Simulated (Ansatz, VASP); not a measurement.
## V in VASP and in Ansatz

```
CELL_PARAMETERS angstrom
2.95885 0.00000 0.00000
0.00000 2.95885 0.00000
0.00000 0.00000 2.89968
ATOMIC_POSITIONS crystal
V 0.00000 0.00000 0.00000
V 0.50000 0.50000 0.50000
```

Change from the starting cell: strain along c alone, the other axes held, atoms relaxed: -2.0 %.

Alike in both runs: task single point; functional PBEsol; k mesh 14 × 14 × 14; occupations gaussian, width 0.1 eV; no spin polarisation.

|  | VASP | Ansatz |
| --- | --- | --- |
| version | VASP 6.6.1 | Ansatz 0.2.0 |
| potentials or method | VASP PAW PBE potentials, release 64 (V_sv), cutoff 520 eV | scalar-relativistic, plane waves, PAW |
| valence electrons in the cell | 26 | 26 |

Ansatz gave:

- gap on the k mesh at the Fermi level (eV): none
- pressure (GPa): 4.1
- traceless stress, the component that is largest in VASP (GPa): 2.20

**Question.** Which values does VASP return?

**Answer.** gap on the k mesh at the Fermi level (eV): none; pressure (GPa): 4.4; traceless stress, the component that is largest in VASP (GPa): 2.21.

VASP's potentials were made for PBE, not for PBEsol. A gap of «none» marks a metal or a gap that the smearing closes.
